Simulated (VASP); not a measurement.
A run of VASP 6.6.1 is set up as follows.

Contents of INCAR:

```
  ALGO = Normal
  EDIFF = 1E-6
  ENCUT = 520
  GGA = PS
  ISIF = 2
  ISMEAR = 0
  LASPH = T
  LCHARG = F
  LREAL = F
  LWAVE = F
  NBANDS = 26
  NELM = 60
  PREC = Accurate
  SIGMA = 0.02
```

File KPOINTS:

```
k-points
0
Gamma
  9 9 6
```

File POSCAR:

```
ZnO
1.0
    3.2309721144      0.0000000000      0.0000000000
   -1.6154860572      2.7981039300      0.0000000000
    0.0000000000      0.0000000000      5.2154103292
Zn O
2 2
Direct
    0.3333333333      0.6666666667      0.0020260004
    0.6666666667      0.3333333333      0.5020260004
    0.3333333333      0.6666666667      0.3809739996
    0.6666666667      0.3333333333      0.8809739996
```

Potentials or basis: VASP PAW PBE potentials, release 64 (Zn, O).

The run is started by

```bash
$ cat potpaw_PBE.64/Zn/POTCAR potpaw_PBE.64/O/POTCAR > POTCAR
$ mpirun -np 1 vasp_std > vasp.out
```

(1) Predict the band gap on the k mesh.

(2) Predict the pressure.

## Answers

(1) 0.69 eV, direct.

(2) 0.6 GPa.

Caveat: the PAW data sets were made with another functional, which shifts forces and pressure a little.

**The experiment to reproduce.**

From “Electronic structure of alkaline earth and post-transition metal oxides”, 2009, arxiv:0908.1581, for a bulk crystal of ZnO: band gap 3.37 eV.

A measured gap of ZnO is 3.37 eV (quoted in “Electronic structure of alkaline earth and post-transition metal oxides”, 2009, arxiv:0908.1581); the calculated 0.69 eV misses it by -2.68 eV. So large a miss can be the level of theory's own, or it may mean another phase, state or a wrong row. The value is that of PBEsol, without temperature or zero-point motion. Semilocal functionals fall short of measured gaps as a rule.
